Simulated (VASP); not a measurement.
# ZrB (Fm-3m) in VASP: notebook

ZrB is run at these levels: r2SCAN+rVV10; tasks: single point.

All numbers are computed with VASP 6.6.1; they aren't measurements. Logs are shortened: lines on timing, memory, paths and dates and some standing lists are left out, and cuts for length are marked.

### 1 The cell of the first run

The structure is cubic, space group Fm-3m (No. 225). The conventional cell has a = 4.681 Å, b = 4.681 Å, c = 4.681 Å, α = 90.00°, β = 90.00°, γ = 90.00°. Zr (site symmetry m-3m) has 6 B at 2.34 Å within 3.1 Å. B (site symmetry m-3m) has 6 Zr at 2.34 Å within 3.1 Å.

### 2 Single point, r2SCAN+rVV10

POSCAR

```
ZrB
1.0
    0.0000000000      2.3403977997      2.3403977997
    2.3403977997      0.0000000000      2.3403977997
    2.3403977997      2.3403977997      0.0000000000
Zr B
1 1
Direct
    0.0000000000      0.0000000000      0.0000000000
    0.5000000000      0.5000000000      0.5000000000
```

INCAR.step1

```
SYSTEM = ZrB
ALGO = Normal
EDIFF = 1E-4
ENCUT = 520
GGA = PE
ISMEAR = 1
LASPH = .True.
LCHARG = .False.
LREAL = .False.
LWAVE = .True.
NBANDS = 14
NELM = 100
PREC = Accurate
SIGMA = 0.05
```

INCAR.step2

```
SYSTEM = ZrB
ALGO = Normal
BPARAM = 11.95
CPARAM = 0.0093
EDIFF = 1E-7
ENCUT = 520
ISIF = 2
ISMEAR = 1
ISTART = 1
IVDW_NL = 2
LASPH = .True.
LCHARG = .False.
LMIXTAU = .True.
LREAL = .False.
LUSE_VDW = .True.
LWAVE = .False.
METAGGA = R2SCAN
NBANDS = 14
NELM = 100
PREC = Accurate
SIGMA = 0.05
```

KPOINTS

```
k-points
0
Gamma
  10 10 10
  0 0 0
```

Potentials or basis: VASP PAW PBE potentials, release 64 (Zr_sv, B).

Command:

```console
> cat potpaw_PBE.64/Zr_sv/POTCAR potpaw_PBE.64/B/POTCAR > POTCAR
> cp INCAR.step1 INCAR
> mpirun -np 1 vasp_std > vasp.out
> cp INCAR.step2 INCAR
> mpirun -np 1 vasp_std > vasp.out
```

OUTCAR:

```text
SYSTEM = ZrB
   BPARAM = 11.95
   EDIFF = 1E-7
   ENCUT = 520
   ISIF = 2
   ISMEAR = 1
   ISTART = 1
   IVDW_NL = 2
   LASPH = .True.
   LREAL = .False.
   METAGGA = R2SCAN
   NELM = 100
   PREC = Accurate

 ion  position               nearest neighbor table
   1  0.000  0.000  0.000-   2 2.34   2 2.34   2 2.34   2 2.34   2 2.34   2 2.34
   2  0.500  0.500  0.500-   1 2.34   1 2.34   1 2.34   1 2.34   1 2.34   1 2.34

  LATTYP: Found a face centered cubic cell.
 ALAT       =     4.6807955994

  Lattice vectors:

 A1 = (   0.0000000000,   2.3403977997,   2.3403977997)
 A2 = (   2.3403977997,   0.0000000000,   2.3403977997)
 A3 = (   2.3403977997,   2.3403977997,   0.0000000000)

Analysis of symmetry for initial positions (statically):
=====================================================================
 Subroutine PRICEL returns:
 Original cell was already a primitive cell.

 Routine SETGRP: Setting up the symmetry group for a
 face centered cubic supercell.

 Subroutine GETGRP returns: Found 48 space group operations
 (whereof 48 operations were pure point group operations)
 out of a pool of 48 trial point group operations.

The static configuration has the point symmetry O_h .

Analysis of symmetry for dynamics (positions and initial velocities):
=====================================================================
 Subroutine PRICEL returns:
 Original cell was already a primitive cell.

 Routine SETGRP: Setting up the symmetry group for a
 face centered cubic supercell.

 Subroutine GETGRP returns: Found 48 space group operations
 (whereof 48 operations were pure point group operations)
 out of a pool of 48 trial point group operations.

The dynamic configuration has the point symmetry O_h .

 Subroutine INISYM returns: Found 48 space group operations
 (whereof 48 operations are pure point group operations),
 and found     1 'primitive' translations

----------------------------------------------------------------------------------------

                                     Primitive cell

  volume of cell :      25.6389

  direct lattice vectors                    reciprocal lattice vectors
     0.000000000  2.340397800  2.340397800    -0.213638895  0.213638895  0.213638895
     2.340397800  0.000000000  2.340397800     0.213638895 -0.213638895  0.213638895
     2.340397800  2.340397800  0.000000000     0.213638895  0.213638895 -0.213638895

  length of vectors
     3.309822310  3.309822310  3.309822310     0.370033421  0.370033421  0.370033421

  position of ions in fractional coordinates (direct lattice)
     0.000000000  0.000000000  0.000000000
     0.500000000  0.500000000  0.500000000

  ion indices of the primitive-cell ions
[... 85 lines left out ...]
   PSTRESS=    0.0 pullay stress
   NELECT =      15.0000    total number of electrons
   NUPDOWN=      -1.0000    fix difference up-down
   EMIN   =  10.00;   EMAX   =-10.00  energy-range for DOS
   EFERMI =   0.00;   METHOD = LEGACY
   ISMEAR =     1;   SIGMA  =   0.05  broadening in eV -4-tet -1-fermi 0-gaus
   EFERMI_NEDOS =   21; number of points for ismear=-14 and -15
   IALGO  =     38    algorithm
   IMIX   =      4    mixing-type and parameters
     AMIX     =   0.40;   BMIX     =  1.00
     AMIX_MAG =   1.60;   BMIX_MAG =  1.00
  volume/ion in A,a.u.               =      12.82        86.51
  Fermi-wavevector in a.u.,A,eV,Ry     =   1.369217  2.587445 25.507588  1.874755
  Thomas-Fermi vector in A             =   2.495112
   LORBIT       =      0    0 simple, 1 ext, 2 COOP (PROOUT), +10 PAW based schemes
   METAGGA = R2SCAN    functional components
   LHFCALC =     F    Hartree Fock is set to
   AEXX    =    0.0000 exact exchange contribution
   IVDW_NL    =     2    kernel type
   BPARAM     =11.9500
   IVDW    =     0    specifies the selected vdW correction
   LEPSILON=     F    determine dielectric tensor
   LRPA    =     F    only Hartree local field effects (RPA)
 non-spin polarized calculation
 Methfessel and Paxton  Order N= 1 SIGMA  =   0.05
  energy-cutoff  :      520.00
  volume of cell :       25.64
 maximum number of plane-waves:       701
 NGX is ok and might be reduce to    28
   NGX = 13   NGY = 13   NGZ = 13

 number of electron      15.0000000 magnetization

 Free energy of the ion-electron system (eV)
  ---------------------------------------------------
  ext. energy  EPLUGINS =         0.00000000
  ---------------------------------------------------
  free energy    TOTEN  =       -30.43024539 eV

  energy without entropy =      -30.42942098  energy(sigma->0) =      -30.42997059

 E-fermi :   8.7966     XC(G=0): -13.0538

 val. band max:        8.7904986992   @ k =  -0.2000   0.1000   0.0000
 cond. band min:       8.8220641324   @ k =   0.3000   0.2000   0.1000
 fundamental gap:      0.0315654332
 Fermi energy:         8.7965893545

 k-point     1 :       0.0000    0.0000    0.0000
  band No.  band energies     occupation
      1     -39.6668      2.00000
      2     -16.7166      2.00000
      3     -16.7166      2.00000
      4     -16.7166      2.00000
      5      -0.0974      2.00000
      6      10.9577      0.00000
      7      10.9577      0.00000
      8      10.9577      0.00000
      9      12.6090      0.00000
     10      12.6090      0.00000
     11      12.7537      0.00000
     12      12.7537      0.00000
     13      12.7537      0.00000
     14      20.3585      0.00000
[... 377 lines left out ...]
      1     -39.5386      2.00000
      2     -17.4113      2.00000
      3     -16.9939      2.00000
      4     -16.9639      2.00000
      5       2.1913      2.00000
      6       6.9828      2.00000
      7       8.1081      2.00000
      8      10.1999      0.00000
      9      11.0685      0.00000
     10      14.5870      0.00000
     11      16.3391      0.00000
     12      16.5736      0.00000
     13      20.7230      0.00000
     14      23.6645      0.00000

 [... further k-points ...]
[... 5 lines left out ...]
  --------------------------------------------------------------------------------------
  -------------------------------------------------------------------------------------
  Total        4.8209317      4.8209317      4.8209317     -0.0000000     -0.0000000      0.0000000
  in kB      301.2607300    301.2607300    301.2607300     -0.0000000     -0.0000000      0.0000000
  external PRESSURE =     301.2607300 kB  Pullay stress =       0.0000000 kB

 VOLUME and BASIS-vectors are now :
 -----------------------------------------------------------------------------
  energy-cutoff  :      520.00
  volume of cell :       25.64
      direct lattice vectors                 reciprocal lattice vectors
     0.000000000  2.340397800  2.340397800    -0.213638895  0.213638895  0.213638895
     2.340397800  0.000000000  2.340397800     0.213638895 -0.213638895  0.213638895
     2.340397800  2.340397800  0.000000000     0.213638895  0.213638895 -0.213638895

 POSITION                                       TOTAL-FORCE (eV/Angst)
 -----------------------------------------------------------------------------------
      0.00000      0.00000      0.00000        -0.000000      0.000000      0.000000
      2.34040      2.34040      2.34040         0.000000     -0.000000      0.000000
 -----------------------------------------------------------------------------------
    total drift:                               -0.000000      0.000000      0.000000

  FREE ENERGIE OF THE ION-ELECTRON SYSTEM (eV)
  ---------------------------------------------------
  free  energy   TOTEN  =       -30.4302453924 eV

  energy  without entropy=      -30.4294209752  energy(sigma->0) =      -30.42997059
```

OSZICAR.step1:

```text
N       E                     dE             d eps       ncg     rms          rms(c)
DAV:   1     0.938763558686E+02    0.93876E+02   -0.79078E+03  1324   0.103E+03
DAV:   2    -0.137303805307E+02   -0.10761E+03   -0.10225E+03  1616   0.284E+02
DAV:   3    -0.173633789012E+02   -0.36330E+01   -0.35968E+01  1958   0.439E+01
DAV:   4    -0.174466433737E+02   -0.83264E-01   -0.83221E-01  1614   0.624E+00
DAV:   5    -0.174489063329E+02   -0.22630E-02   -0.22629E-02  1940   0.715E-01    0.224E+01
DAV:   6    -0.156877721886E+02    0.17611E+01   -0.25091E+00  1534   0.143E+01    0.842E+00
DAV:   7    -0.156785263618E+02    0.92458E-02   -0.26905E-01  1896   0.376E+00    0.361E+00
DAV:   8    -0.156830695602E+02   -0.45432E-02   -0.30218E-02  1630   0.158E+00    0.447E-01
DAV:   9    -0.156822194379E+02    0.85012E-03   -0.30636E-03  1496   0.371E-01    0.159E-01
DAV:  10    -0.156823067474E+02   -0.87309E-04   -0.36681E-04  1538   0.221E-01
   1 F= -.15682307E+02 E0= -.15682108E+02  d E =-.595410E-03
```

Run time: 2.3 min. Hardware: 1 thread of Intel Xeon 6975P-C (Granite Rapids), shared host; peak memory 0.27 GiB.

What came out:

```
Free energy : -30.4302 eV
Pressure    : 30.1 GPa
```

Levels at points of the mesh, in eV from the Fermi level:
| k point | band 4 | band 5 | band 6 | band 7 | band 8 | band 9 | band 10 | band 11 | band 12 | band 13 |
| --- | --- | --- | --- | --- | --- | --- | --- | --- | --- | --- |
| (0.00, 0.00, 0.00) | -25.51 | -8.89 | 2.16 | 2.16 | 2.16 | 3.81 | 3.81 | 3.96 | 3.96 | 3.96 |
| (0.50, 0.00, 0.00) | -25.60 | -4.35 | -4.13 | -1.46 | -1.46 | 6.06 | 6.06 | 7.71 | 8.49 | 13.85 |
| (0.50, 0.50, 0.00) | -25.84 | -6.97 | -1.03 | -0.50 | 2.58 | 2.58 | 5.58 | 7.23 | 7.23 | 10.97 |

Caveat: the PAW data sets were made with another functional, which shifts forces and pressure a little.

### 3 Single point, r2SCAN+rVV10

This run uses another cell than the first one, of 13.07 Å³/atom, 1.020 times its volume.

POSCAR

```
ZrB
1.0
    0.0000000000      2.3555956139      2.3555956139
    2.3555956139      0.0000000000      2.3555956139
    2.3555956139      2.3555956139      0.0000000000
Zr B
1 1
Direct
    0.0000000000      0.0000000000      0.0000000000
    0.5000000000      0.5000000000      0.5000000000
```

INCAR.step1

```
PREC = Accurate ; ENCUT = 520
ISMEAR = 1 ; SIGMA = 0.05
LREAL = F ; LASPH = T
NELM = 100 ; NBANDS = 14
GGA = PE ; ALGO = Normal
EDIFF = 1E-4 ; LWAVE = T
LCHARG = F
```

INCAR.step2

```
PREC = Accurate ; ENCUT = 520
EDIFF = 1E-6 ; ISMEAR = 1
SIGMA = 0.05 ; LREAL = F
LASPH = T ; NELM = 100
ALGO = Normal ; ISIF = 2
LWAVE = F ; LCHARG = F
METAGGA = R2SCAN ; LMIXTAU = T
LUSE_VDW = T ; IVDW_NL = 2
BPARAM = 11.95 ; CPARAM = 0.0093
NBANDS = 14 ; ISTART = 1
```

KPOINTS

```
Automatic mesh
0
Gamma
  10 10 10
```

Potentials or basis: VASP PAW PBE potentials, release 64 (Zr_sv, B).

Command:

```console
> cat potpaw_PBE.64/Zr_sv/POTCAR potpaw_PBE.64/B/POTCAR > POTCAR
> cp INCAR.step1 INCAR
> mpirun -np 1 vasp_std > vasp.out
> cp INCAR.step2 INCAR
> mpirun -np 1 vasp_std > vasp.out
```

Wall time 2 min (1 thread of Intel Xeon 6975P-C (Granite Rapids), shared host); peak memory 0.26 GiB.

Results (log left out):

```
Free energy : -30.5169 eV
Pressure    : 25.0 GPa
```

Levels at points of the mesh, in eV from the Fermi level:
```
           k point  band 5  band 6  band 7  band 8  band 9  band 10  band 11  band 12
(0.00, 0.00, 0.00)   -8.86    2.14    2.14    2.14    3.74     3.74     3.91     3.91
(0.50, 0.00, 0.00)   -4.29   -4.22   -1.42   -1.42    5.93     5.93     7.54     8.39
(0.50, 0.50, 0.00)   -6.92   -0.98   -0.58    2.51    2.51     5.46     7.07     7.07
```

Caveat: the PAW data sets were made with another functional, which shifts forces and pressure a little.

### 4 Single point, r2SCAN+rVV10

This run uses another cell than the first one, of 13.32 Å³/atom, 1.039 times its volume.

POSCAR

```
ZrB
1.0
    0.0000000000      2.3705998121      2.3705998121
    2.3705998121      0.0000000000      2.3705998121
    2.3705998121      2.3705998121      0.0000000000
Zr B
1 1
Direct
    0.0000000000      0.0000000000      0.0000000000
    0.5000000000      0.5000000000      0.5000000000
```

INCAR.step1

```
SYSTEM = ZrB
ALGO     = Normal         ! electronic algorithm
EDIFF    = 1E-4           ! SCF threshold, eV
ENCUT    = 520            ! plane-wave cutoff, eV
GGA      = PE             ! functional
ISMEAR   = 1              ! smearing method
LASPH    = .True.         ! aspherical terms in the spheres
LCHARG   = .False.        ! write CHGCAR
LREAL    = .False.        ! projectors in reciprocal space
LWAVE    = .True.         ! write WAVECAR
NBANDS   = 14             ! bands
NELM     = 80             ! most SCF steps
PREC     = Accurate       ! precision mode
SIGMA    = 0.05           ! smearing width, eV
```

INCAR.step2

```
SYSTEM = ZrB
ALGO     = Normal         ! electronic algorithm
BPARAM   = 11.95        
CPARAM   = 0.0093       
EDIFF    = 1E-6           ! SCF threshold, eV
ENCUT    = 520            ! plane-wave cutoff, eV
ISIF     = 2              ! what is computed and relaxed
ISMEAR   = 1              ! smearing method
ISTART   = 1            
IVDW_NL  = 2            
LASPH    = .True.         ! aspherical terms in the spheres
LCHARG   = .True.         ! write CHGCAR
LELF     = .True.         ! ELF
LMIXTAU  = .True.       
LREAL    = .False.        ! projectors in reciprocal space
LUSE_VDW = .True.       
LVHAR    = .True.       
LWAVE    = .False.        ! write WAVECAR
METAGGA  = R2SCAN         ! meta-GGA
NBANDS   = 14             ! bands
NELM     = 80             ! most SCF steps
PREC     = Accurate       ! precision mode
SIGMA    = 0.05           ! smearing width, eV
```

KPOINTS

```
k-points
0
Gamma
  10 10 10
  0 0 0
```

Command:

```console
> cat potpaw_PBE.64/Zr_sv/POTCAR potpaw_PBE.64/B/POTCAR > POTCAR
> cp INCAR.step1 INCAR
> mpirun -np 1 vasp_std > vasp.out
> cp INCAR.step2 INCAR
> mpirun -np 1 vasp_std > vasp.out
```

Wall time 2 min (1 thread of Intel Xeon 6975P-C (Granite Rapids), shared host); peak memory 0.27 GiB.

The run converged. Its results:

| Property | Result |
| --- | --- |
| Free energy | -30.5881 eV |
| Pressure | 20.3 GPa |

Levels at points of the mesh, in eV from the Fermi level:
```tsv
k point	band 6	band 7	band 8	band 9	band 10	band 11
(0.00, 0.00, 0.00)	2.12	2.12	2.12	3.67	3.67	3.86
(0.50, 0.00, 0.00)	-4.25	-1.39	-1.39	5.81	5.81	7.38
(0.50, 0.50, 0.00)	-0.94	-0.65	2.44	2.44	5.35	6.92
```

Caveat: the PAW data sets were made with another functional, which shifts forces and pressure a little.

### 5 The runs side by side

```tsv
cell	gap on the mesh (eV)	pressure (GPa)
a = 3.310 Å, angles 60.0°, 2 atoms	none	30.1
a = 3.331 Å, angles 60.0°, 2 atoms	none	25.0
a = 3.353 Å, angles 60.0°, 2 atoms	none	20.3
```

Alike in all rows: task single point; level r2SCAN+rVV10; potentials or basis VASP PAW PBE potentials, release 64 (Zr_sv, B); no spin polarisation; k mesh 10 × 10 × 10; cutoff (eV) 520; smearing methfessel-paxton 0.05 eV.

Caveats: the PAW data sets were made with another functional, which shifts forces and pressure a little.

Total energies depend on the potentials used, so only differences within one code and one set of settings carry meaning.
